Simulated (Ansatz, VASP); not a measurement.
**One calculation of Ta4N, two programs**

```xyz
5
Lattice="4.2907 0.0000 0.0000 0.0000 4.2907 0.0000 0.0000 0.0000 4.2907" Properties=species:S:1:pos:R:3 pbc="T T T"
Ta    0.0000    0.0000    0.0000
Ta    2.1453    2.1453    0.0000
Ta    2.1453    0.0000    2.1453
Ta    0.0000    2.1453    2.1453
N     2.1453    2.1453    2.1453
```

Change from the starting cell: species swapped into the Mn4N type (Pm-3m, No. 221).

Alike in both runs: task single point; functional PBE; k mesh 4 × 4 × 4; occupations gaussian, width 0.1 eV; no spin polarisation.

|  | VASP | Ansatz |
| --- | --- | --- |
| version | VASP 6.6.1 | Ansatz 0.2.0 |
| potentials or method | VASP PAW PBE potentials, release 64 (Ta_pv, N), cutoff 520 eV | scalar-relativistic, plane waves, PAW |
| valence electrons in the cell | 49 | 57 |

VASP gave:

| Property | Result |
| --- | --- |
| gap on the k mesh at the Fermi level (eV) | none |
| pressure (GPa) | 0.3 |

Which values does Ansatz return?

gap on the k mesh at the Fermi level (eV): none; pressure (GPa): 0.1.

A gap of «none» marks a metal or a gap that the smearing closes. VASP's potentials hold 49 valence electrons a cell and Ansatz's 57, so a difference there can come from the potentials and not from the codes.

The k mesh is coarse, so the values compare programs but aren't converged. Neither program's run includes spin-orbit coupling.
